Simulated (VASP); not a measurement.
Input of a VASP 6.6.1 run:

The input INCAR:

```
ALGO = Normal
EDIFF = 1E-6
ENCUT = 520
GGA = PE
ISIF = 2
ISMEAR = 0
LASPH = True
LCHARG = False
LREAL = False
LWAVE = False
NBANDS = 31
NELM = 100
PREC = Accurate
SIGMA = 0.05
```

File KPOINTS:

```
k-points
0
Gamma
  6 6 8
```

POSCAR

```
HfO2
1.0
    4.8812150602      0.0000000000      0.0000000000
    0.0000000000      4.8812150602      0.0000000000
    0.0000000000      0.0000000000      3.2378896156
Hf O
2 4
Direct
    0.0000000000      0.0000000000     -0.0626951577
    0.5000000000      0.5000000000      0.5626951577
    0.1267305643      0.7370983459      0.4798800679
    0.3732694357      0.2370983459      0.0201199321
    0.6267305643      0.7629016541      0.0201199321
    0.8732694357      0.2629016541      0.4798800679
```

Potentials or basis: VASP PAW PBE potentials, release 64 (Hf_pv, O).

Launch:

```bash
$ cat potpaw_PBE.64/Hf_pv/POTCAR potpaw_PBE.64/O/POTCAR > POTCAR
$ mpirun -np 1 vasp_std > vasp.out
```

(1) Estimate the band gap on the k mesh.

(2) What does it give for the largest force?

(3) Predict the pressure.

## Answers

(1) 3.75 eV, indirect (the least direct gap lies 0.4 meV higher).

(2) 1.506 eV/Å.

(3) -11.8 GPa.

Caveat: the cell differs from its parent crystal (mode 4 frozen in at -0.203 Å and mode 5 at -0.470 Å (largest displacements)); spin-orbit coupling is left out, which moves the levels of the heavy elements; forces of over 1 eV/Å act on the atoms, so gaps and moduli don't describe the material at rest.
